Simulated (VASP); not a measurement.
# Co (P-3m1) in VASP: further runs

Aim: see how the results for Co move with the level of theory and the settings. Levels: PBEsol, PBE. Tasks: single point.

Program: VASP 6.6.1. These are calculated values, not measurements. Logs are shortened: lines on timing, memory, paths and dates and some standing lists are left out, and cuts for length are marked.

## (1) The cell of the first run

It takes space group P-3m1 (No. 164, trigonal). Conventional cell: a = 2.454 Å, b = 2.454 Å, c = 4.008 Å, α = 90.00°, β = 90.00°, γ = 120.00°. Co (site symmetry 3m) has 12 Co at 2.39 to 2.52 Å within 3.2 Å.

## (2) Single point, PBEsol, collinear spin, ferromagnetic start (volume scaled by 0.96)

INCAR reads:

```
SYSTEM = Co
PREC = Accurate
ENCUT = 520
EDIFF = 1E-6
ISMEAR = -1
SIGMA = 0.05
LREAL = .False.
LASPH = .True.
NELM = 150
ALGO = Normal
ISIF = 2
LWAVE = .False.
LCHARG = .True.
ISPIN = 2
MAGMOM = 2 2
LORBIT = 11
LMAXMIX = 4
GGA = PS
LELF = .True.
LVHAR = .True.
NBANDS = 20
```

KPOINTS reads:

```
Automatic mesh
0
Gamma
  12 12 7
  0 0 0
```

POSCAR reads:

```
Co
1.0
    2.4537477140      0.0000000000      0.0000000000
   -1.2268738570      2.1250078548      0.0000000000
    0.0000000000      0.0000000000      4.0083734539
Co
2
Direct
    0.3333333333      0.6666666667      0.7401390000
    0.6666666667      0.3333333333      0.2598610000
```

Potentials or basis: VASP PAW PBE potentials, release 64 (Co).

Launch:

```bash
> cat potpaw_PBE.64/Co/POTCAR > POTCAR
> mpirun -np 1 vasp_std > vasp.out
```

OUTCAR:

```text
SYSTEM = Co
   PREC = Accurate
   ENCUT = 520
   EDIFF = 1E-6
   ISMEAR = -1
   LREAL = .False.
   LASPH = .True.
   NELM = 150
   ISIF = 2
   ISPIN = 2
   LORBIT = 11
   GGA = PS

 ion  position               nearest neighbor table
   1  0.333  0.667  0.740-   2 2.39   2 2.39   2 2.39   2 2.52   2 2.52   2 2.52
   2  0.667  0.333  0.260-   1 2.39   1 2.39   1 2.39   1 2.52   1 2.52   1 2.52

  LATTYP: Found a hexagonal cell.
 ALAT       =     2.4537477140
 C/A-ratio  =     1.6335719565

  Lattice vectors:

 A1 = (   2.4537477140,   0.0000000000,   0.0000000000)
 A2 = (  -1.2268738570,   2.1250078548,   0.0000000000)
 A3 = (   0.0000000000,   0.0000000000,   4.0083734539)

Analysis of symmetry for initial positions (statically):
=====================================================================
 Subroutine PRICEL returns:
 Original cell was already a primitive cell.

 Routine SETGRP: Setting up the symmetry group for a
 hexagonal supercell.

 Subroutine GETGRP returns: Found 12 space group operations
 (whereof 12 operations were pure point group operations)
 out of a pool of 24 trial point group operations.

The static configuration has the point symmetry D_3d.

Analysis of symmetry for dynamics (positions and initial velocities):
=====================================================================
 Subroutine PRICEL returns:
 Original cell was already a primitive cell.

 Routine SETGRP: Setting up the symmetry group for a
 hexagonal supercell.

 Subroutine GETGRP returns: Found 12 space group operations
 (whereof 12 operations were pure point group operations)
 out of a pool of 24 trial point group operations.

The dynamic configuration has the point symmetry D_3d.

Analysis of structural, dynamic, and magnetic symmetry:
=====================================================================
 Subroutine PRICEL returns:
 Original cell was already a primitive cell.

 Routine SETGRP: Setting up the symmetry group for a
 hexagonal supercell.

 Subroutine GETGRP returns: Found 12 space group operations
 (whereof 12 operations were pure point group operations)
 out of a pool of 24 trial point group operations.

The overall configuration has the point symmetry D_3d.

 Subroutine INISYM returns: Found 12 space group operations
 (whereof 12 operations are pure point group operations),
 and found     1 'primitive' translations

[... 108 lines left out ...]
   EFERMI =   0.00;   METHOD = LEGACY
   ISMEAR =    -1;   SIGMA  =   0.05  broadening in eV -4-tet -1-fermi 0-gaus
   EFERMI_NEDOS =   21; number of points for ismear=-14 and -15
   IALGO  =     38    algorithm
   IMIX   =      4    mixing-type and parameters
     AMIX     =   0.40;   BMIX     =  1.00
     AMIX_MAG =   1.60;   BMIX_MAG =  1.00
  volume/ion in A,a.u.               =      10.45        70.52
  Fermi-wavevector in a.u.,A,eV,Ry     =   1.557565  2.943371 33.007844  2.426008
  Thomas-Fermi vector in A             =   2.661197
   LORBIT       =     11    0 simple, 1 ext, 2 COOP (PROOUT), +10 PAW based schemes
   GGA     = PS    functional components
   LHFCALC =     F    Hartree Fock is set to
   AEXX    =    0.0000 exact exchange contribution
   IVDW    =     0    specifies the selected vdW correction
   LEPSILON=     F    determine dielectric tensor
   LRPA    =     F    only Hartree local field effects (RPA)
 spin polarized calculation
  energy-cutoff  :      520.00
  volume of cell :       20.90
 maximum number of plane-waves:       576
   NGX =  9   NGY =  9   NGZ = 15

 number of electron      17.9999996 magnetization       3.1563677

 Free energy of the ion-electron system (eV)
  ---------------------------------------------------
  ext. energy  EPLUGINS =         0.00000000
  ---------------------------------------------------
  free energy    TOTEN  =       -15.44952325 eV

  energy without entropy =      -15.43370712  energy(sigma->0) =      -15.44161519

 E-fermi :  10.6285     XC(G=0): -13.7981

 val. band max:       10.6264889923   @ k =   0.0000   0.2500   0.1429
 cond. band min:      10.6307322312   @ k =   0.2500   0.0000   0.0000
 fundamental gap:      0.0042432388
 Fermi energy:        10.6284594092

 spin component 1

 k-point     1 :       0.0000    0.0000    0.0000
  band No.  band energies     occupation
      1       1.4136      1.00000
      2       5.2588      1.00000
      3       7.9134      1.00000
      4       7.9774      1.00000
      5       7.9774      1.00000
      6       8.2904      1.00000
[... 541 lines left out ...]
     19      37.7225      0.00000
     20      38.7727      0.00000

 [... further k-points ...]

 spin component 2

 k-point     1 :       0.0000    0.0000    0.0000
  band No.  band energies     occupation
      1       1.4836      1.00000
      2       6.1906      1.00000
      3       9.4617      1.00000
      4       9.5637      1.00000
      5       9.5637      1.00000
      6       9.9021      1.00000
[... 541 lines left out ...]
     19      37.9698      0.00000
     20      39.0697      0.00000

 [... further k-points ...]
[... 5 lines left out ...]
  --------------------------------------------------------------------------------------
  -------------------------------------------------------------------------------------
  Total       -0.0819706     -0.0819706     -0.4832295      0.0000000     -0.0000000     -0.0000000
  in kB       -6.2836258     -6.2836258    -37.0429375      0.0000000     -0.0000000     -0.0000000
  external PRESSURE =     -16.5367297 kB  Pullay stress =       0.0000000 kB

 VOLUME and BASIS-vectors are now :
 -----------------------------------------------------------------------------
  energy-cutoff  :      520.00
  volume of cell :       20.90
      direct lattice vectors                 reciprocal lattice vectors
     2.453747714  0.000000000  0.000000000     0.407539860  0.235293248  0.000000000
    -1.226873857  2.125007855  0.000000000     0.000000000  0.470586496  0.000000000
     0.000000000  0.000000000  4.008373454     0.000000000  0.000000000  0.249477752

 POSITION                                       TOTAL-FORCE (eV/Angst)
 -----------------------------------------------------------------------------------
     -0.00000      1.41667      2.96675        -0.000000      0.000000      0.573332
      1.22687      0.70834      1.04162         0.000000     -0.000000     -0.573332
 -----------------------------------------------------------------------------------
    total drift:                                0.000000     -0.000000     -0.000000

  FREE ENERGIE OF THE ION-ELECTRON SYSTEM (eV)
  ---------------------------------------------------
  free  energy   TOTEN  =       -15.4495232548 eV

  energy  without entropy=      -15.4337071231  energy(sigma->0) =      -15.44161519

 total charge

# of ion       s       p       d       tot
------------------------------------------
    1        0.507   0.561   7.287   8.354
    2        0.507   0.561   7.287   8.354
--------------------------------------------------
tot          1.013   1.121  14.574  16.708

 magnetization (x)

# of ion       s       p       d       tot
------------------------------------------
    1       -0.015  -0.050   1.650   1.585
    2       -0.015  -0.050   1.650   1.585
--------------------------------------------------
tot         -0.029  -0.101   3.301   3.171
```

OSZICAR:

```text
N       E                     dE             d eps       ncg     rms          rms(c)
DAV:   1     0.834290064404E+02    0.83429E+02   -0.82550E+03  9568   0.125E+03
DAV:   2    -0.133759121525E+02   -0.96805E+02   -0.87022E+02  9040   0.217E+02
DAV:   3    -0.178364355756E+02   -0.44605E+01   -0.42850E+01 10248   0.564E+01
DAV:   4    -0.179045675661E+02   -0.68132E-01   -0.68082E-01 10852   0.610E+00
DAV:   5    -0.179066852890E+02   -0.21177E-02   -0.21176E-02 10396   0.104E+00    0.165E+01
DAV:   6    -0.158933541450E+02    0.20133E+01   -0.80165E+00 10244   0.591E+01    0.660E+00
DAV:   7    -0.154929714940E+02    0.40038E+00   -0.11989E+00 10644   0.208E+01    0.388E+00
DAV:   8    -0.154666451461E+02    0.26326E-01   -0.16270E-02 12784   0.133E+00    0.179E+00
DAV:   9    -0.154505654201E+02    0.16080E-01   -0.27565E-03 15048   0.953E-01    0.497E-01
DAV:  10    -0.154495725211E+02    0.99290E-03   -0.48533E-04 11428   0.253E-01    0.146E-01
DAV:  11    -0.154495295695E+02    0.42952E-04   -0.70929E-05 13344   0.134E-01    0.305E-02
DAV:  12    -0.154495254625E+02    0.41069E-05   -0.75214E-06  9664   0.233E-02    0.171E-02
DAV:  13    -0.154495229932E+02    0.24693E-05   -0.11976E-06  7092   0.128E-02    0.802E-03
DAV:  14    -0.154495232548E+02   -0.26159E-06   -0.49136E-07  5516   0.610E-03
   1 F= -.15449523E+02 E0= -.15441615E+02  d E =-.158161E-01  mag=     3.1566
```

Wall time 50 s (1 thread of Intel Xeon Platinum 8488C (Sapphire Rapids), shared host); peak memory 0.18 GiB.

What came out:

```
Free energy                                           : -15.4495 eV
Pressure                                              : -1.7 GPa
Largest force                                         : 0.573 eV/Å
Net moment                                            : 3.16 μB per cell
Site moments                                          : Co +1.58 μB
Valence electrons inside the program's atomic spheres : Co 8.35
```

Forces on the atoms (eV/Å):
```
Co   0.000  0.000  0.573
Co   0.000  0.000 -0.573
```

Stress tensor (GPa, compression positive):
```
-0.63  0.00  0.00
 0.00 -0.63  0.00
 0.00  0.00 -3.70
```

Caveat: the cell differs from its parent crystal (volume scaled by 0.96); the PAW data sets were made with another functional, which shifts forces and pressure a little.

## (3) Single point, PBE, collinear spin, ferromagnetic start

This run uses another cell than the first one, of 10.89 Å³/atom, 1.042 times its volume.

INCAR reads:

```
SYSTEM = Co
ALGO = Normal
EDIFF = 1E-6
ENCUT = 520
GGA = PE
ISIF = 2
ISMEAR = -1
ISPIN = 2
LASPH = .TRUE.
LCHARG = .FALSE.
LMAXMIX = 4
LORBIT = 11
LREAL = .FALSE.
LWAVE = .FALSE.
MAGMOM = 2 2
NBANDS = 20
NELM = 150
PREC = Accurate
SIGMA = 0.05
```

KPOINTS reads:

```
k-points
0
G
  12 12 7
  0 0 0
```

POSCAR reads:

```
Co
1.0
    2.4873648738      0.0000000000      0.0000000000
   -1.2436824369      2.1541211692      0.0000000000
    0.0000000000      0.0000000000      4.0632895034
Co
2
Direct
    0.3333333333      0.6666666667      0.7401390000
    0.6666666667      0.3333333333      0.2598610000
```

Potentials or basis: VASP PAW PBE potentials, release 64 (Co).

Launch:

```bash
> cat potpaw_PBE.64/Co/POTCAR > POTCAR
> mpirun -np 1 vasp_std > vasp.out
```

Run time: 48 s. Hardware: 1 thread of Intel Xeon Platinum 8488C (Sapphire Rapids), shared host; peak memory 0.18 GiB.

The run converged. Its results:

```yaml
Free_energy: -14.0536 eV
Pressure: 0.0 GPa
Largest_force: 0.481 eV/Å
Net_moment: 3.26 μB per cell
Site_moments: Co +1.65 μB
Valence_electrons_inside_the_program's_atomic_spheres: Co 8.27
```

Forces on the atoms (eV/Å):
```
Co   0.000  0.000  0.481
Co   0.000  0.000 -0.481
```

Stress tensor (GPa, compression positive):
```
 0.97  0.00  0.00
 0.00  0.97  0.00
 0.00  0.00 -1.92
```

Levels at points of the mesh, in eV from the Fermi level:
Spin up:
| k point | band 7 | band 8 | band 9 | band 10 | band 11 | band 12 | band 13 | band 14 | band 15 | band 16 |
| --- | --- | --- | --- | --- | --- | --- | --- | --- | --- | --- |
| (0.00, 0.00, 0.00) | -2.33 | -1.93 | -1.93 | -0.86 | -0.86 | -0.17 | 6.11 | 22.05 | 24.68 | 24.68 |
| (0.50, 0.00, 0.00) | -2.22 | -0.72 | -0.70 | -0.54 | 1.29 | 3.31 | 9.43 | 10.40 | 12.52 | 13.91 |
Spin down:
| k point | band 3 | band 4 | band 5 | band 6 | band 7 | band 8 | band 9 | band 10 | band 11 | band 12 |
| --- | --- | --- | --- | --- | --- | --- | --- | --- | --- | --- |
| (0.00, 0.00, 0.00) | -1.08 | -0.97 | -0.97 | -0.66 | -0.66 | -0.21 | -0.10 | -0.10 | 1.04 | 1.04 |
| (0.50, 0.00, 0.00) | -3.25 | -1.81 | -1.09 | -1.06 | -0.65 | 1.19 | 1.28 | 1.35 | 2.52 | 4.29 |

[end of part 1 of 2]
